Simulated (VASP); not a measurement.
# BaTe (Fm-3m) in VASP: relaxation of cell and atoms with PBEsol

Aim: the relaxation of cell and atoms of BaTe with PBEsol.

Everything below comes from runs of VASP 6.6.1. Logs are shortened: lines on timing, memory, paths and dates and some standing lists are left out, and cuts for length are marked.

### Step 1. The cell of the first run

The structure is cubic, space group Fm-3m (No. 225). The conventional cell has a = 6.940 Å, b = 6.940 Å, c = 6.940 Å, α = 90.00°, β = 90.00°, γ = 90.00°. Ba (site symmetry m-3m) has 6 Te at 3.47 Å within 4.6 Å. Within 4.6 Å of Te (site symmetry m-3m) lie 6 Ba at 3.47 Å.

### Step 2. Relaxation of cell and atoms, PBEsol

Contents of INCAR:

```
SYSTEM = BaTe
ALGO = Normal
EDIFF = 1E-6
EDIFFG = -0.015
ENCUT = 600
GGA = PS
IBRION = 2
ISIF = 3
ISMEAR = 0
LASPH = .True.
LCHARG = .False.
LREAL = .False.
LWAVE = .False.
NELM = 100
NSW = 80
PREC = Accurate
SIGMA = 0.01
```

Contents of KPOINTS:

```
k-points
0
Gamma
  6 6 6
  0 0 0
```

Contents of POSCAR:

```
BaTe
1.0
    6.9402189803      0.0000000000      0.0000000000
    0.0000000000     -6.9402189803      0.0000000000
    0.0000000000      0.0000000000     -6.9402189803
Ba Te
4 4
Direct
    0.0000000000      0.0000000000      0.0000000000
    0.5000000000      0.5000000000      0.0000000000
    0.5000000000      0.0000000000      0.5000000000
    0.0000000000      0.5000000000      0.5000000000
    0.5000000000      1.0000000000      1.0000000000
    0.0000000000      0.5000000000      1.0000000000
    0.0000000000      1.0000000000      0.5000000000
    0.5000000000      0.5000000000      0.5000000000
```

Potentials or basis: VASP PAW PBE potentials, release 64 (Ba_sv, Te).

Run with:

```bash
cat potpaw_PBE.64/Ba_sv/POTCAR potpaw_PBE.64/Te/POTCAR > POTCAR
mpirun -np 1 vasp_std > vasp.out
```

OUTCAR:

```text
SYSTEM = BaTe
   EDIFF = 1E-6
   EDIFFG = -0.015
   ENCUT = 600
   GGA = PS
   IBRION = 2
   ISIF = 3
   ISMEAR = 0
   LASPH = .True.
   LREAL = .False.
   NELM = 100
   NSW = 80
   PREC = Accurate

 ion  position               nearest neighbor table
   1  0.000  0.000  0.000-   5 3.47   6 3.47   7 3.47   7 3.47   6 3.47   5 3.47
   2  0.500  0.500  0.000-   5 3.47   6 3.47   8 3.47   8 3.47   5 3.47   6 3.47
   3  0.500  0.000  0.500-   5 3.47   7 3.47   8 3.47   5 3.47   8 3.47   7 3.47
   4  0.000  0.500  0.500-   6 3.47   7 3.47   8 3.47   6 3.47   7 3.47   8 3.47
   5  0.500  0.000  0.000-   1 3.47   2 3.47   3 3.47   3 3.47   2 3.47   1 3.47
   6  0.000  0.500  0.000-   1 3.47   2 3.47   4 3.47   4 3.47   1 3.47   2 3.47
   7  0.000  0.000  0.500-   1 3.47   3 3.47   4 3.47   1 3.47   4 3.47   3 3.47
   8  0.500  0.500  0.500-   2 3.47   3 3.47   4 3.47   2 3.47   3 3.47   4 3.47

  LATTYP: Found a simple cubic cell.
 ALAT       =     6.9402189803

  Lattice vectors:

 A1 = (   6.9402189803,   0.0000000000,   0.0000000000)
 A2 = (   0.0000000000,  -6.9402189803,   0.0000000000)
 A3 = (   0.0000000000,   0.0000000000,  -6.9402189803)

Analysis of symmetry for initial positions (statically):
=====================================================================
 Subroutine PRICEL returns following result:

  LATTYP: Found a face centered cubic cell.
 ALAT       =     6.9402189803

  Lattice vectors:

 A1 = (   3.4701094902,   3.4701094902,   0.0000000000)
 A2 = (   3.4701094902,   0.0000000000,  -3.4701094902)
 A3 = (   0.0000000000,   3.4701094902,  -3.4701094902)

   4 primitive cells build up your supercell.

 Routine SETGRP: Setting up the symmetry group for a
 simple cubic supercell.

 Subroutine GETGRP returns: Found 48 space group operations
 (whereof 48 operations were pure point group operations)
 out of a pool of 48 trial point group operations.

The static configuration has the point symmetry O_h .

Analysis of symmetry for dynamics (positions and initial velocities):
=====================================================================
 Subroutine PRICEL returns following result:

  LATTYP: Found a face centered cubic cell.
 ALAT       =     6.9402189803

  Lattice vectors:

 A1 = (   3.4701094902,   3.4701094902,   0.0000000000)
[... 91 lines left out ...]
   total plane-waves  NPLWV = 175616
   dimension x,y,z NGX =    56 NGY =   56 NGZ =   56
   dimension x,y,z NGXF=   112 NGYF=  112 NGZF=  112
   ions per type =               4   4
   NGX,Y,Z   is equivalent  to a cutoff of  13.41, 13.41, 13.41 a.u.
   NGXF,Y,Z  is equivalent  to a cutoff of  26.83, 26.83, 26.83 a.u.
 SYSTEM =  BaTe
   PREC   = accura    normal or accurate (medium, high low for compatibility)
   ISTART =      0    job   : 0-new  1-cont  2-samecut
   ICHARG =      2    charge: 1-file 2-atom 10-const
   ISPIN  =      1    spin polarized calculation?
   LNONCOLLINEAR =      F non collinear calculations
   LSORBIT =      F    spin-orbit coupling
   LASPH  =      T    aspherical Exc in radial PAW
   ENCUT  =  600.0 eV  44.10 Ry    6.64 a.u.  13.86 13.86 13.86*2*pi/ulx,y,z
   NELM   =    100;   NELMIN=  2; NELMDL= -5     # of ELM steps
   EDIFF  = 0.1E-05   stopping-criterion for ELM
   LREAL  =      F    real-space projection
   EDIFFG = -.1E-01   stopping-criterion for IOM
   NSW    =     80    number of steps for IOM
   IBRION =      2    ionic relax: 0-MD 1-quasi-New 2-CG
   NFREE  =      1    steps in history (QN), initial steepest desc. (CG)
   ISIF   =      3    stress and relaxation
   ISYM   =      2    0-nonsym 1-usesym 2-fastsym
   POTIM  = 0.5000    time-step for ionic-motion
   TEBEG  =    0.0;   TEEND  =   0.0 temperature during run
   PSTRESS=    0.0 pullay stress
   NELECT =      64.0000    total number of electrons
   NUPDOWN=      -1.0000    fix difference up-down
   EMIN   =  10.00;   EMAX   =-10.00  energy-range for DOS
   EFERMI =   0.00;   METHOD = LEGACY
   ISMEAR =     0;   SIGMA  =   0.01  broadening in eV -4-tet -1-fermi 0-gaus
   EFERMI_NEDOS =   21; number of points for ismear=-14 and -15
   IALGO  =     38    algorithm
   IMIX   =      4    mixing-type and parameters
     AMIX     =   0.40;   BMIX     =  1.00
     AMIX_MAG =   1.60;   BMIX_MAG =  1.00
  volume/ion in A,a.u.               =      41.79       281.99
  Fermi-wavevector in a.u.,A,eV,Ry     =   0.943543  1.783038 12.112902  0.890273
  Thomas-Fermi vector in A             =   2.071260
   LORBIT       =      0    0 simple, 1 ext, 2 COOP (PROOUT), +10 PAW based schemes
   GGA     = PS    functional components
   LHFCALC =     F    Hartree Fock is set to
   AEXX    =    0.0000 exact exchange contribution
   IVDW    =     0    specifies the selected vdW correction
   LEPSILON=     F    determine dielectric tensor
   LRPA    =     F    only Hartree local field effects (RPA)
 conjugate gradient relaxation of ions
 non-spin polarized calculation
 Gauss-broadening in eV      SIGMA  =   0.01
  energy-cutoff  :      600.00
  volume of cell :      334.29
 maximum number of plane-waves:     11208
 NGX is ok and might be reduce to    56
   NGX = 27   NGY = 27   NGZ = 27

--------------------------------------- Ionic step        1  -------------------------------------------

 number of electron      64.0000000 magnetization

 Free energy of the ion-electron system (eV)
  ---------------------------------------------------
  ext. energy  EPLUGINS =         0.00000000
  ---------------------------------------------------
  free energy    TOTEN  =       -36.76285023 eV

  energy without entropy =      -36.76285023  energy(sigma->0) =      -36.76285023

------------------------ aborting loop because EDIFF is reached ----------------------------------------

  FORCE on cell =-STRESS in cart. coord.  units (eV):
  Direction    XX          YY          ZZ          XY          YZ          ZX
  --------------------------------------------------------------------------------------
  -------------------------------------------------------------------------------------
  Total        0.8327887      0.8327887      0.8327887      0.0000000     -0.0000000     -0.0000000
  in kB        3.9914056      3.9914056      3.9914056      0.0000000     -0.0000000     -0.0000000
  external PRESSURE =       3.9914056 kB  Pullay stress =       0.0000000 kB
[... 71 lines left out ...]
--------------------------------------- Ionic step        3  -------------------------------------------

 number of electron      64.0000002 magnetization

 Free energy of the ion-electron system (eV)
  ---------------------------------------------------
  ext. energy  EPLUGINS =         0.00000000
  ---------------------------------------------------
  free energy    TOTEN  =       -36.76793669 eV

  energy without entropy =      -36.76793669  energy(sigma->0) =      -36.76793669

 E-fermi :   2.3105     XC(G=0):  -8.4647

 val. band max:        2.2385198123   @ k =   0.0000   0.0000   0.0000
 cond. band min:       3.6387901651   @ k =   0.0000   0.0000   0.0000
 fundamental gap:      1.4002703528
 Fermi energy:         2.3104904709

 k-point     1 :       0.0000    0.0000    0.0000
  band No.  band energies     occupation
      1     -24.7079      2.00000
      2     -24.6885      2.00000
      3     -24.6885      2.00000
      4     -24.6885      2.00000
      5     -10.0772      2.00000
      6     -10.0772      2.00000
[... 844 lines left out ...]
  FREE ENERGIE OF THE ION-ELECTRON SYSTEM (eV)
  ---------------------------------------------------
  free  energy   TOTEN  =       -36.7679366868 eV

  energy  without entropy=      -36.7679366868  energy(sigma->0) =      -36.76793669

 reached required accuracy - stopping structural energy minimisation
```

It took 6.2 min on 1 thread of AMD EPYC 9R45 (Zen 5), shared host; peak memory 0.58 GiB.

Results:

| Quantity | Value |
| --- | --- |
| Free energy | -36.7679 eV |
| Relaxed volume | 42.30 Å³/atom |
| Relaxed cell | a = 6.969 Å, b = 6.969 Å, c = 6.969 Å, α = 90.00°, β = 90.00°, γ = 90.00° |
| Space group after relaxing (to 0.05 Å) | Fm-3m (No. 225) |
| Energy gained by relaxing | 0.6 meV/atom |
| Ionic steps | 3 |
| Pressure after relaxing | 0.0 GPa |
| Band gap on the k mesh | 1.40 eV |

The path:
```csv
step,energy change (eV),largest force (eV/Å),pressure (GPa),volume (Å³)
1,0.0000,0.0000,0.40,334.29
2,-0.0048,0.0000,-0.09,339.35
3,-0.0051,0.0000,0.00,338.41
```

Final structure:
```yaml
crystal:
  lattice:
    - [6.96865, 0.00000, 0.00000]
    - [0.00000, -6.96865, 0.00000]
    - [0.00000, 0.00000, -6.96865]
  atoms:
    - { symbol: Ba, position: [0.00000, 0.00000, 0.00000] }
    - { symbol: Ba, position: [0.50000, 0.50000, 0.00000] }
    - { symbol: Ba, position: [0.50000, 0.00000, 0.50000] }
    - { symbol: Ba, position: [0.00000, 0.50000, 0.50000] }
    - { symbol: Te, position: [0.50000, 0.00000, 0.00000] }
    - { symbol: Te, position: [0.00000, 0.50000, 0.00000] }
    - { symbol: Te, position: [0.00000, 0.00000, 0.50000] }
    - { symbol: Te, position: [0.50000, 0.50000, 0.50000] }
```

Caveat: the PAW data sets were made with another functional, which shifts forces and pressure a little; spin-orbit coupling is left out, which moves the levels of the heavy elements. A k mesh can miss the band edges.
